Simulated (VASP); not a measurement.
## NaCl: single point with PBE0

Crystal: NaCl.

```
Cl Na
1.0
     3.52538    0.00000    0.00000
     0.00000    3.52538    0.00000
     0.00000    0.00000    3.52538
Cl Na
1 1
Direct
  0.50000 0.50000 0.50000
  0.00000 0.00000 0.00000
```

| Quantity | Value |
| --- | --- |
| Program | VASP 6.6.1 |
| Task | single point |
| Functional | PBE0 |
| Potentials or basis | VASP PAW PBE potentials, release 64 (Cl, Na_pv) |
| Cutoff | 520 eV |
| k mesh | 4 × 4 × 4 |
| Occupations | fermi-dirac, width 0.05 eV |
| Spin | no spin polarisation |
| Dipole correction | no |
| Grid for exact exchange (PRECFOCK) | Normal |
| Further INCAR settings | ALGO = Normal; EDIFF = 1e-07; NBANDS = 14 |
| Share of exact exchange | 0.25 |

```
Pressure               : -1.0 GPa
Band gap on the k mesh : 5.96 eV (least direct gap 6.48 eV)
```

Levels at points of the mesh, in eV from the valence-band top:
| k point | band 5 | band 6 | band 7 | band 8 | band 9 | band 10 |
| --- | --- | --- | --- | --- | --- | --- |
| (0.00, 0.00, 0.00) | -0.52 | -0.52 | -0.52 | 5.96 | 10.70 | 10.70 |
| (0.50, 0.00, 0.00) | -3.07 | -0.27 | -0.27 | 8.96 | 10.72 | 12.74 |
| (0.50, 0.50, 0.00) | -2.38 | -2.38 | 0.00 | 7.60 | 12.06 | 13.19 |
| (0.50, 0.50, 0.50) | -1.94 | -1.94 | -1.94 | 9.18 | 9.18 | 9.18 |

Run time: 8.9 min on 1 thread of Intel Xeon 8259CL, on a shared host, peak memory 0.16 GiB.

Caveat: the k points lie up to 0.45 Å⁻¹ apart; the PAW data sets were made with another functional, which shifts forces and pressure a little. A k mesh can miss the band edges.
